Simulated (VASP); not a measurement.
# BAs (F-43m) in VASP: notebook

Runs on BAs. Level: PBE. Tasks: single point.

Everything below comes from runs of VASP 6.6.1. Logs are shortened: lines on timing, memory, paths and dates and some standing lists are left out, and cuts for length are marked.

### 1 The cell of the first run

The structure is cubic, space group F-43m (No. 216). Conventional cell: a = 4.622 Å, b = 4.622 Å, c = 4.622 Å, α = 90.00°, β = 90.00°, γ = 90.00°. B (site symmetry -43m) has 4 As at 2.00 Å within 2.7 Å. As (site symmetry -43m) has 4 B at 2.00 Å within 2.7 Å.

### 2 Single point, PBE

Input file INCAR:

```
SYSTEM = BAs
PREC = Accurate ; ENCUT = 500
EDIFF = 1E-6 ; ISMEAR = 0
SIGMA = 0.01 ; LREAL = .False.
LASPH = .True. ; NELM = 120
ALGO = Normal ; ISIF = 2
LWAVE = .False. ; LCHARG = .False.
GGA = PE ; NBANDS = 11
GGA_COMPAT = .False.
```

Input file KPOINTS:

```
regular mesh
0
Gamma
  8 8 8
  0 0 0
```

Input file POSCAR:

```
BAs
1.0
    0.0000000000      2.3109415959      2.3109415959
    2.3109415959      0.0000000000      2.3109415959
    2.3109415959      2.3109415959      0.0000000000
B As
1 1
Direct
    0.0000000000      0.0000000000      0.0000000000
    0.7500000000      0.7500000000      0.7500000000
```

Potentials or basis: VASP PAW PBE potentials, release 64 (B, As).

Command:

```console
> cat potpaw_PBE.64/B/POTCAR potpaw_PBE.64/As/POTCAR > POTCAR
> mpirun -np 1 vasp_std > vasp.out
```

OUTCAR:

```text
SYSTEM = BAs
   PREC = Accurate
   ENCUT = 500
   EDIFF = 1E-6
   ISMEAR = 0
   LREAL = .False.
   LASPH = .True.
   NELM = 120
   ISIF = 2
   GGA = PE

 ion  position               nearest neighbor table
   1  0.000  0.000  0.000-   2 2.00   2 2.00   2 2.00   2 2.00
   2  0.750  0.750  0.750-   1 2.00   1 2.00   1 2.00   1 2.00

  LATTYP: Found a face centered cubic cell.
 ALAT       =     4.6218831918

  Lattice vectors:

 A1 = (   0.0000000000,   2.3109415959,   2.3109415959)
 A2 = (   2.3109415959,   0.0000000000,   2.3109415959)
 A3 = (   2.3109415959,   2.3109415959,   0.0000000000)

Analysis of symmetry for initial positions (statically):
=====================================================================
 Subroutine PRICEL returns:
 Original cell was already a primitive cell.

 Routine SETGRP: Setting up the symmetry group for a
 face centered cubic supercell.

 Subroutine GETGRP returns: Found 24 space group operations
 (whereof 24 operations were pure point group operations)
 out of a pool of 48 trial point group operations.

The static configuration has the point symmetry T_d .

Analysis of symmetry for dynamics (positions and initial velocities):
=====================================================================
 Subroutine PRICEL returns:
 Original cell was already a primitive cell.

 Routine SETGRP: Setting up the symmetry group for a
 face centered cubic supercell.

 Subroutine GETGRP returns: Found 24 space group operations
 (whereof 24 operations were pure point group operations)
 out of a pool of 48 trial point group operations.

The dynamic configuration has the point symmetry T_d .

 Subroutine INISYM returns: Found 24 space group operations
 (whereof 24 operations are pure point group operations),
 and found     1 'primitive' translations

----------------------------------------------------------------------------------------

                                     Primitive cell

  volume of cell :      24.6829

  direct lattice vectors                    reciprocal lattice vectors
     0.000000000  2.310941596  2.310941596    -0.216362024  0.216362024  0.216362024
     2.310941596  0.000000000  2.310941596     0.216362024 -0.216362024  0.216362024
     2.310941596  2.310941596  0.000000000     0.216362024  0.216362024 -0.216362024

  length of vectors
     3.268164947  3.268164947  3.268164947     0.374750018  0.374750018  0.374750018

  position of ions in fractional coordinates (direct lattice)
     0.000000000  0.000000000  0.000000000
     0.750000000  0.750000000  0.750000000

[... 85 lines left out ...]
   TEBEG  =    0.0;   TEEND  =   0.0 temperature during run
   PSTRESS=    0.0 pullay stress
   NELECT =       8.0000    total number of electrons
   NUPDOWN=      -1.0000    fix difference up-down
   EMIN   =  10.00;   EMAX   =-10.00  energy-range for DOS
   EFERMI =   0.00;   METHOD = LEGACY
   ISMEAR =     0;   SIGMA  =   0.01  broadening in eV -4-tet -1-fermi 0-gaus
   EFERMI_NEDOS =   21; number of points for ismear=-14 and -15
   IALGO  =     38    algorithm
   IMIX   =      4    mixing-type and parameters
     AMIX     =   0.40;   BMIX     =  1.00
     AMIX_MAG =   1.60;   BMIX_MAG =  1.00
  volume/ion in A,a.u.               =      12.34        83.28
  Fermi-wavevector in a.u.,A,eV,Ry     =   1.124534  2.125061 17.205606  1.264576
  Thomas-Fermi vector in A             =   2.261206
   LORBIT       =      0    0 simple, 1 ext, 2 COOP (PROOUT), +10 PAW based schemes
   GGA     = PE    functional components
   LHFCALC =     F    Hartree Fock is set to
   AEXX    =    0.0000 exact exchange contribution
   IVDW    =     0    specifies the selected vdW correction
   LEPSILON=     F    determine dielectric tensor
   LRPA    =     F    only Hartree local field effects (RPA)
 non-spin polarized calculation
 Gauss-broadening in eV      SIGMA  =   0.01
  energy-cutoff  :      500.00
  volume of cell :       24.68
 maximum number of plane-waves:       638
   NGX = 11   NGY = 11   NGZ = 11

 number of electron       7.9999999 magnetization

 Free energy of the ion-electron system (eV)
  ---------------------------------------------------
  ext. energy  EPLUGINS =         0.00000000
  ---------------------------------------------------
  free energy    TOTEN  =       -11.21813348 eV

  energy without entropy =      -11.21813348  energy(sigma->0) =      -11.21813348

 E-fermi :   7.3269     XC(G=0): -11.0180

 val. band max:        7.2671856706   @ k =   0.0000   0.0000   0.0000
 cond. band min:       8.3558032384   @ k =   0.3750   0.3750   0.0000
 fundamental gap:      1.0886175678
 Fermi energy:         7.3268635348

 k-point     1 :       0.0000    0.0000    0.0000
  band No.  band energies     occupation
      1      -9.0793      2.00000
      2       7.2672      2.00000
      3       7.2672      2.00000
      4       7.2672      2.00000
      5      10.6763      0.00000
      6      10.6763      0.00000
      7      10.6763      0.00000
      8      13.2451      0.00000
      9      17.3667      0.00000
     10      20.6309      0.00000
     11      20.6309      0.00000
[... 309 lines left out ...]
 k-point    24 :      -0.3750    0.2500    0.1250
  band No.  band energies     occupation
      1      -5.1904      2.00000
      2      -1.6878      2.00000
      3       2.3285      2.00000
      4       3.8495      2.00000
      5      11.3580      0.00000
      6      12.3395      0.00000
      7      15.2917      0.00000
      8      16.8922      0.00000
      9      18.0911      0.00000
     10      22.1052      0.00000
     11      23.2493      0.00000

 [... further k-points ...]

------------------------ aborting loop because EDIFF is reached ----------------------------------------

  FORCE on cell =-STRESS in cart. coord.  units (eV):
  Direction    XX          YY          ZZ          XY          YZ          ZX
  --------------------------------------------------------------------------------------
  -------------------------------------------------------------------------------------
  Total        3.2443008      3.2443008      3.2443008      0.0000000      0.0000000      0.0000000
  in kB      210.5885660    210.5885660    210.5885660      0.0000000      0.0000000      0.0000000
  external PRESSURE =     210.5885660 kB  Pullay stress =       0.0000000 kB

 VOLUME and BASIS-vectors are now :
 -----------------------------------------------------------------------------
  energy-cutoff  :      500.00
  volume of cell :       24.68
      direct lattice vectors                 reciprocal lattice vectors
     0.000000000  2.310941596  2.310941596    -0.216362024  0.216362024  0.216362024
     2.310941596  0.000000000  2.310941596     0.216362024 -0.216362024  0.216362024
     2.310941596  2.310941596  0.000000000     0.216362024  0.216362024 -0.216362024

 POSITION                                       TOTAL-FORCE (eV/Angst)
 -----------------------------------------------------------------------------------
      0.00000      0.00000      0.00000        -0.000000     -0.000000      0.000000
      3.46641      3.46641      3.46641         0.000000      0.000000     -0.000000
 -----------------------------------------------------------------------------------
    total drift:                               -0.000000     -0.000000     -0.000000

  FREE ENERGIE OF THE ION-ELECTRON SYSTEM (eV)
  ---------------------------------------------------
  free  energy   TOTEN  =       -11.2181334758 eV

  energy  without entropy=      -11.2181334758  energy(sigma->0) =      -11.21813348
```

OSZICAR:

```text
N       E                     dE             d eps       ncg     rms          rms(c)
DAV:   1     0.131690733840E+02    0.13169E+02   -0.39029E+03   638   0.640E+02
DAV:   2    -0.113520654832E+02   -0.24521E+02   -0.22998E+02   833   0.109E+02
DAV:   3    -0.120687595228E+02   -0.71669E+00   -0.71547E+00   794   0.169E+01
DAV:   4    -0.120703636857E+02   -0.16042E-02   -0.16041E-02   698   0.933E-01
DAV:   5    -0.120703659402E+02   -0.22545E-05   -0.22544E-05   797   0.365E-02    0.568E+00
DAV:   6    -0.113133978888E+02    0.75697E+00   -0.18828E+00   686   0.592E+00    0.276E+00
DAV:   7    -0.112258416834E+02    0.87556E-01   -0.28254E-01   740   0.259E+00    0.107E+00
DAV:   8    -0.112176765332E+02    0.81652E-02   -0.22350E-02   707   0.878E-01    0.109E-01
DAV:   9    -0.112179822224E+02   -0.30569E-03   -0.71228E-04   737   0.165E-01    0.699E-02
DAV:  10    -0.112181287259E+02   -0.14650E-03   -0.18089E-04   671   0.832E-02    0.134E-02
DAV:  11    -0.112181338440E+02   -0.51181E-05   -0.47723E-06   771   0.149E-02    0.128E-02
DAV:  12    -0.112181334758E+02    0.36822E-06   -0.22492E-06   692   0.819E-03
   1 F= -.11218133E+02 E0= -.11218133E+02  d E =-.112725E-19
```

It took 3.3 s on 1 thread of Intel Xeon 6975P-C (Granite Rapids), shared host; peak memory 0.13 GiB.

Results:

```
Free energy            : -11.2181 eV
Pressure               : 21.1 GPa
Band gap on the k mesh : 1.09 eV (least direct gap 3.41 eV)
```

Caveat: the cell stands under pressure. A k mesh can miss the band edges.

### 3 Single point, PBE

This run uses another cell than the first one, of 13.42 Å³/atom.

Input file INCAR:

```
ALGO = Normal
EDIFF = 1E-6
ENCUT = 500
GGA = PE
GGA_COMPAT = F
ISIF = 2
ISMEAR = 0
LASPH = T
LCHARG = F
LREAL = F
LWAVE = F
NBANDS = 11
NELM = 120
PREC = Accurate
SIGMA = 0.01
```

Input file KPOINTS:

```
k-points
0
Gamma
  8 8 8
```

Input file POSCAR:

```
BAs
1.0
    0.0000000000      2.3764598018      2.3764598018
    2.3764598018      0.0000000000      2.3764598018
    2.3764598018      2.3764598018      0.0000000000
B As
1 1
Direct
    0.0000000000      0.0000000000      0.0000000000
    0.7500000000      0.7500000000      0.7500000000
```

Potentials or basis: VASP PAW PBE potentials, release 64 (B, As).

Command:

```console
> cat potpaw_PBE.64/B/POTCAR potpaw_PBE.64/As/POTCAR > POTCAR
> mpirun -np 1 vasp_std > vasp.out
```

It took 5.8 s on 1 thread of Intel Xeon 6975P-C (Granite Rapids), shared host; peak memory 0.15 GiB.

It converged, with:

```
Free energy            : -11.3922 eV
Pressure               : 5.7 GPa
Band gap on the k mesh : 1.17 eV (least direct gap 3.30 eV)
```

Levels at points of the mesh, in eV from the valence-band top:
| k point | band 1 | band 2 | band 3 | band 4 | band 5 | band 6 | band 7 | band 8 | band 9 |
| --- | --- | --- | --- | --- | --- | --- | --- | --- | --- |
| (0.00, 0.00, 0.00) | -15.54 | 0.00 | 0.00 | 0.00 | 3.30 | 3.30 | 3.30 | 4.88 | 9.66 |
| (0.50, 0.00, 0.00) | -12.61 | -8.90 | -1.85 | -1.85 | 2.78 | 4.80 | 4.80 | 8.89 | 12.83 |
| (0.50, 0.50, 0.00) | -11.27 | -8.62 | -4.14 | -4.14 | 1.41 | 1.43 | 11.51 | 11.51 | 13.00 |

Caveat: the cell stands under pressure. A k mesh can miss the band edges.

(Continued in part 2 of 2.)
